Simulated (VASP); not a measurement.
Write the native input for VASP 6.6.1 that does the following.

| Item | Value |
| --- | --- |
| Task | single point |
| Functional | r2SCAN |
| Potentials or basis | VASP PAW PBE potentials, release 64 (In_d, P) |
| Cutoff | 520 eV |
| k mesh | 10 × 10 × 10 |
| Occupations | gaussian, width 0.05 eV |
| Spin | no spin polarisation |
| Dipole correction | no |
| Further INCAR settings | ALGO = Normal; EDIFF = 1e-06; NBANDS = 16 |

Crystal: InP.

```
In P
1.0
     0.00000    3.18354    2.48316
     3.18354    0.00000    2.48316
     3.18354    3.18354    0.00000
In P
1 1
Cartesian
  0.0000 0.0000 0.0000
  4.7753 4.7753 3.7247
```

This cell differs from its parent crystal: ratio of the length along z to the lengths across it x 0.78, volume and fractional coordinates fixed.

The input as run:

POSCAR

```
InP
1.0
    0.0000000000      3.1835391241      2.4831605168
    3.1835391241      0.0000000000      2.4831605168
    3.1835391241      3.1835391241      0.0000000000
In P
1 1
Direct
    0.0000000000      0.0000000000      0.0000000000
    0.7500000000      0.7500000000      0.7500000000
```

INCAR.step1

```
PREC = Accurate ; ENCUT = 520
ISMEAR = 0 ; SIGMA = 0.05
LREAL = F ; LASPH = T
NELM = 80 ; NBANDS = 16
GGA = PE ; ALGO = Normal
EDIFF = 1E-4 ; LWAVE = T
LCHARG = F
```

INCAR.step2

```
PREC = Accurate ; ENCUT = 520
EDIFF = 1E-6 ; ISMEAR = 0
SIGMA = 0.05 ; LREAL = F
LASPH = T ; NELM = 80
ALGO = Normal ; ISIF = 2
LWAVE = F ; LCHARG = F
METAGGA = R2SCAN ; LMIXTAU = T
NBANDS = 16 ; ISTART = 1
```

KPOINTS

```
regular mesh
0
Gamma
  10 10 10
```

Potentials or basis: VASP PAW PBE potentials, release 64 (In_d, P).

The run is started by

```bash
$ cat potpaw_PBE.64/In_d/POTCAR potpaw_PBE.64/P/POTCAR > POTCAR
$ cp INCAR.step1 INCAR
$ mpirun -np 1 vasp_std > vasp.out
$ cp INCAR.step2 INCAR
$ mpirun -np 1 vasp_std > vasp.out
```

It gave:

| Item | Value |
| --- | --- |
| Pressure | -0.1 GPa |
| Band gap on the k mesh | 0.35 eV, indirect (least direct gap 0.41 eV) |

Caveat: the PAW data sets were made with another functional, which shifts forces and pressure a little; spin-orbit coupling is left out, which moves the levels of the heavy elements.

Run time: 4.8 min on 1 thread of Intel(R) Xeon(R) Platinum 8375C CPU @ 2.90GHz (Ice Lake), with other jobs on the host, peak memory 0.23 GiB.
